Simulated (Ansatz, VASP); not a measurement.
# Rh in VASP and in Ansatz

Contents of INCAR:

```
PREC     = Accurate       # precision mode
ENCUT    = 520            # plane-wave cutoff, eV
EDIFF    = 1E-7           # SCF threshold, eV
ISMEAR   = 0              # smearing method
SIGMA    = 0.15           # smearing width, eV
LREAL    = False          # projectors in reciprocal space
LASPH    = True           # aspherical terms in the spheres
NELM     = 60             # most SCF steps
ALGO     = Fast           # electronic algorithm
ISIF     = 2              # what is computed and relaxed
LWAVE    = False          # write WAVECAR
LCHARG   = False          # write CHGCAR
GGA      = PE             # functional
NBANDS   = 22             # bands
```

The input KPOINTS:

```
Automatic mesh
0
Gamma
  18 18 10
```

Contents of POSCAR:

```
Rh
1.0
    2.6704000000      0.0000000000      0.0000000000
   -1.3352000000      2.3126342383      0.0000000000
    0.0000000000      0.0000000000      4.3851186776
Rh
2
Direct
    0.6666666667      0.3333333333      0.7500000000
    0.3333333333      0.6666666667      0.2500000000
```

Input for Ansatz:

```yaml
crystal:
  lattice:
    - [2.6704, 0.0, 0.0]
    - [-1.3352, 2.3126342383, 0.0]
    - [0.0, 0.0, 4.3851186776]
  atoms:
    - { symbol: Rh, position: [0.6666666667, 0.3333333333, 0.75] }
    - { symbol: Rh, position: [0.3333333333, 0.6666666667, 0.25] }
basis:
  ecutwfc: 420
kpoints:
  mp_grid: { grid: [18, 18, 10] }
hamiltonian:
  xc: pbe
  pseudopotentials: { kind: paw, azcp: { folder: soft_1 } }
scf:
  occupations: { method: gaussian, width: 0.15 }
output:
  forces: true
  stress: true
  eigenvalues: true
  write_density: true
  write_potential: true
  elf: true
  volumetric_format: npy
```

Alike in both runs: task single point; functional PBE; k mesh 18 × 18 × 10; occupations gaussian, width 0.15 eV; no spin polarisation.

|  | VASP | Ansatz |
| --- | --- | --- |
| version | VASP 6.6.1 | Ansatz 0.2.0 |
| potentials or method | VASP PAW PBE potentials, release 64 (Rh_pv), cutoff 520 eV | scalar-relativistic, plane waves, PAW |
| valence electrons in the cell | 30 | 34 |

```tsv
	VASP	Ansatz	Ansatz less VASP
gap on the k mesh at the Fermi level (eV)	none	none	-
pressure (GPa)	11.6	11.5	-0.02
traceless stress, the component that is largest in VASP (GPa)	-3.62	-3.63	-0.005
```

A gap of «none» marks a metal or a gap that the smearing closes. VASP's potentials hold 30 valence electrons a cell and Ansatz's 34, so a difference there can come from the potentials and not from the codes.
